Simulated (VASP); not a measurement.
GeSb3O2:

```xyz
6
Lattice="3.3019 0.0000 0.0000 0.0000 3.3019 0.0000 0.0000 0.0000 11.0781" Properties=species:S:1:pos:R:3 pbc="T T T"
Ge    0.0000    0.0000    5.5391
Sb    1.6509    1.6509    3.0104
Sb    1.6509    1.6509    8.0677
Sb    1.6509    1.6509    0.0000
O     1.6509    1.6509    5.5391
O     0.0000    0.0000    0.0000
```

The cell was generated, and may not be a known phase.

- Program: VASP 6.6.1
- Task: relaxation of cell and atoms
- Functional: PBE
- Potentials or basis: VASP PAW PBE potentials, release 64 (Ge_d, Sb, O)
- Cutoff: 600 eV
- k mesh: 6 × 6 × 2
- Occupations: gaussian, width 0.1 eV
- Spin: no spin polarisation

At the start: pressure 0.9 GPa; volume 20.13 Å³/atom.

Problem. How do energy, volume and symmetry change on relaxing?

Solution. Over 29 steps the energy falls by 38.3 meV/atom and the volume is 22.83 Å³/atom (+13.4 %); space group P4/mmm (No. 123, to 0.1 Å) before and after.

The path:
```csv
step,energy change (eV),largest force (eV/Å),pressure (GPa),volume (Å³)
1,0.0000,0.1146,0.86,120.78
2,-0.0694,0.0565,0.47,122.64
3,-0.0817,0.2268,0.17,124.67
4,-0.0847,0.1793,0.22,124.07
5,-0.0847,0.1739,0.30,124.01
6,-0.0877,0.1425,-0.23,124.86
7,-0.0881,0.1273,-0.52,125.29
8,-0.0901,0.1184,-0.50,125.26
9,-0.0954,0.0939,-0.41,125.19
10,-0.1032,0.0543,-0.16,125.03
11,-0.1133,0.0017,0.40,124.69
12,-0.1164,0.2157,2.28,123.94
13,-0.1191,0.0659,1.00,124.39
14,-0.1205,0.1307,1.58,124.17
15,-0.1219,0.1343,1.58,124.24
16,-0.1263,0.1457,1.67,124.47
17,-0.1343,0.1733,1.91,124.91
18,-0.1453,0.2441,2.40,125.78
19,-0.1312,0.4279,3.76,127.43
20,-0.1456,0.3046,2.76,126.29
21,-0.1676,0.2866,2.43,127.91
22,-0.2091,0.2281,1.50,132.79
23,-0.1964,0.1240,0.14,142.59
24,-0.2154,0.1977,0.87,137.20
25,-0.2207,0.1694,0.48,137.31
26,-0.2245,0.1212,-0.20,137.51
27,-0.2279,0.0709,-0.14,137.29
28,-0.2296,0.0180,-0.03,136.87
29,-0.2298,0.0006,-0.09,136.96
```

Final structure:
```yaml
crystal:
  lattice:
    - [3.18959, 0.00000, 0.00000]
    - [0.00000, 3.18959, 0.00000]
    - [0.00000, 0.00000, 13.46248]
  atoms:
    - { symbol: Ge, position: [0.00000, 0.00000, 0.50000] }
    - { symbol: Sb, position: [0.50000, 0.50000, 0.22924] }
    - { symbol: Sb, position: [0.50000, 0.50000, 0.77076] }
    - { symbol: Sb, position: [0.50000, 0.50000, 0.00000] }
    - { symbol: O, position: [0.50000, 0.50000, 0.50000] }
    - { symbol: O, position: [0.00000, 0.00000, 0.00000] }
```

Caveat: a cell axis changed by over 15 % at a fixed basis, so the end point is rough; an odd number of electrons without spin polarisation forces a metal; a magnetic or distorted state may lie lower.
